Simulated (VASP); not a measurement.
Write the native input for VASP 6.6.1 that does the following.

```yaml
Task: relaxation of cell and atoms
Functional: r2SCAN
Potentials_or_basis: VASP PAW PBE potentials, release 64 (Ta_pv, Si)
Cutoff: 600 eV
k_mesh: 6 × 6 × 6
Occupations: gaussian, width 0.1 eV
Spin: no spin polarisation
Dipole_correction: no
Further_INCAR_settings: ALGO = Normal; EDIFF = 1e-06; IBRION = 2; EDIFFG = -0.05; NSW = 80; ISIF = 3
```

Ta3Si:

```
CELL_PARAMETERS angstrom
0.00000 3.09490 3.09490
3.09490 0.00000 3.09490
3.09490 3.09490 0.00000
ATOMIC_POSITIONS crystal
Ta 0.25000 0.25000 0.25000
Ta 0.75000 0.75000 0.75000
Ta 0.50000 0.50000 0.50000
Si 0.00000 0.00000 0.00000
```

The input as run:

POSCAR

```
Ta3Si
1.0
    0.0000000000      3.0949032638      3.0949032638
    3.0949032638      0.0000000000      3.0949032638
    3.0949032638      3.0949032638      0.0000000000
Ta Si
3 1
Direct
    0.2500000000      0.2500000000      0.2500000000
    0.7500000000      0.7500000000      0.7500000000
    0.5000000000      0.5000000000      0.5000000000
    0.0000000000      0.0000000000      0.0000000000
```

INCAR.step1

```
SYSTEM = Ta3Si
  PREC = Accurate
  ENCUT = 600
  ISMEAR = 0
  SIGMA = 0.1
  LREAL = .FALSE.
  LASPH = .TRUE.
  NELM = 60
  GGA = PE
  ALGO = Normal
  EDIFF = 1E-4
  LWAVE = .TRUE.
  LCHARG = .FALSE.
```

INCAR.step2

```
SYSTEM = Ta3Si
  PREC = Accurate
  ENCUT = 600
  EDIFF = 1E-6
  ISMEAR = 0
  SIGMA = 0.1
  LREAL = .FALSE.
  LASPH = .TRUE.
  NELM = 60
  ALGO = Normal
  ISIF = 3
  LWAVE = .FALSE.
  LCHARG = .FALSE.
  METAGGA = R2SCAN
  LMIXTAU = .TRUE.
  IBRION = 2
  NSW = 80
  EDIFFG = -0.05
  ISTART = 1
```

KPOINTS

```
regular mesh
0
G
  6 6 6
  0 0 0
```

Potentials or basis: VASP PAW PBE potentials, release 64 (Ta_pv, Si).

Launch:

```console
$ cat potpaw_PBE.64/Ta_pv/POTCAR potpaw_PBE.64/Si/POTCAR > POTCAR
$ cp INCAR.step1 INCAR
$ mpirun -np 1 vasp_std > vasp.out
$ cp INCAR.step2 INCAR
$ mpirun -np 1 vasp_std > vasp.out
```

It gave:

| Item | Value |
| --- | --- |
| Relaxed volume | 16.63 Å³/atom |
| Relaxed cell | a = 4.548 Å, b = 4.548 Å, c = 4.548 Å, α = 60.00°, β = 60.00°, γ = 60.00° |
| Space group after relaxing (to 0.1 Å) | Fm-3m (No. 225) |
| Energy gained by relaxing | 150.7 meV/atom |
| Ionic steps | 4 |
| Pressure after relaxing | -0.2 GPa |
| Band gap on the k mesh | zero (an odd number of electrons rules out a gap without spin polarisation) |

Caveat: the PAW data sets were made with another functional, which shifts forces and pressure a little; spin-orbit coupling is left out, which moves the levels of the heavy elements.

Wall time 4 min on 1 thread of Intel(R) Xeon(R) Platinum 8559C (Emerald Rapids), on a shared host, peak memory 0.24 GiB.
